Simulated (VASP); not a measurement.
The system is WS2.

```
CELL_PARAMETERS angstrom
3.21149 0.00000 0.00000
-1.60574 2.78123 0.00000
0.00000 0.00000 12.62377
ATOMIC_POSITIONS crystal
W 0.66667 0.33333 0.75000
W 0.33333 0.66667 0.25000
S 0.66667 0.33333 0.37500
S 0.33333 0.66667 0.87500
S 0.66667 0.33333 0.12500
S 0.33333 0.66667 0.62500
```

| Item | Value |
| --- | --- |
| Program | VASP 6.6.1 |
| Task | relaxation of cell and atoms |
| Functional | PBE |
| Potentials or basis | VASP PAW PBE potentials, release 64 (W_sv, S) |
| Cutoff | 690 eV |
| k mesh | 10 × 10 × 3 |
| Occupations | gaussian, width 0.03 eV |
| Spin | no spin polarisation |

At the start: pressure -2.2 GPa; volume 18.79 Å³/atom.

**Question.** How do energy, volume and symmetry change on relaxing?

**Answer.** Over 32 steps the energy falls by 13.8 meV/atom and the volume is 21.22 Å³/atom (+12.9 %); space group P6_3/mmc (No. 194, to 0.1 Å) before and after.

The path:
| step | energy change (eV) | largest force (eV/Å) | pressure (GPa) | volume (Å³) |
| --- | --- | --- | --- | --- |
| 1 | 0.0000 | 0.3681 | -2.25 | 112.75 |
| 2 | -0.0166 | 0.0537 | 0.36 | 111.22 |
| 3 | -0.0260 | 0.1994 | 0.42 | 111.63 |
| 4 | -0.0443 | 0.1382 | 0.30 | 113.57 |
| 5 | -0.0703 | 0.2241 | 0.62 | 122.39 |
| 6 | -0.0769 | 0.0080 | -0.64 | 125.00 |
| 7 | -0.0806 | 0.0155 | 0.03 | 125.04 |
| 8 | -0.0807 | 0.0096 | 0.04 | 125.05 |
| 9 | -0.0807 | 0.0064 | 0.11 | 125.10 |
| 10 | -0.0808 | 0.0092 | 0.08 | 125.25 |
| 11 | -0.0808 | 0.0033 | -0.01 | 125.51 |
| 12 | -0.0809 | 0.0135 | -0.06 | 125.62 |
| 13 | -0.0809 | 0.0188 | 0.06 | 125.67 |
| 14 | -0.0809 | 0.0070 | 0.04 | 125.65 |
| 15 | -0.0809 | 0.0055 | 0.11 | 125.66 |
| 16 | -0.0810 | 0.0011 | 0.07 | 125.69 |
| 17 | -0.0810 | 0.0058 | -0.03 | 126.05 |
| 18 | -0.0810 | 0.0018 | -0.02 | 125.98 |
| 19 | -0.0811 | 0.0172 | -0.10 | 126.14 |
| 20 | -0.0811 | 0.0181 | -0.05 | 126.25 |
| 21 | -0.0812 | 0.0113 | 0.04 | 126.45 |
| 22 | -0.0813 | 0.0084 | 0.11 | 126.65 |
| 23 | -0.0813 | 0.0047 | -0.10 | 127.41 |
| 24 | -0.0814 | 0.0019 | -0.02 | 127.09 |
| 25 | -0.0814 | 0.0112 | -0.06 | 127.21 |
| 26 | -0.0814 | 0.0099 | 0.00 | 127.24 |
| 27 | -0.0814 | 0.0003 | 0.04 | 127.24 |
| 28 | -0.0814 | 0.0002 | 0.02 | 127.27 |
| 29 | -0.0829 | 0.0001 | 0.03 | 127.27 |
| 30 | -0.0829 | 0.0125 | -0.05 | 127.34 |
| 31 | -0.0829 | 0.0049 | 0.00 | 127.30 |
| 32 | -0.0829 | 0.0048 | 0.00 | 127.30 |

Final structure:
```cif
data_structure
_symmetry_space_group_name_H-M 'P 1'
_symmetry_Int_Tables_number 1
_cell_length_a 3.1880
_cell_length_b 3.1880
_cell_length_c 14.4632
_cell_angle_alpha 90.000
_cell_angle_beta 90.000
_cell_angle_gamma 120.000
_cell_volume 127.30
loop_
_atom_site_label
_atom_site_type_symbol
_atom_site_fract_x
_atom_site_fract_y
_atom_site_fract_z
_atom_site_occupancy
W1 W 0.66667 0.33333 0.75000 1
W2 W 0.33333 0.66667 0.25000 1
S1 S 0.66667 0.33333 0.35864 1
S2 S 0.33333 0.66667 0.85864 1
S3 S 0.66667 0.33333 0.14136 1
S4 S 0.33333 0.66667 0.64136 1
```

Where two steps share one volume, the run began anew on that cell with a basis built for it.

Caveat: this functional lacks dispersion, which binds layers or chains, so the pressure and a relaxed spacing across them are unreliable.
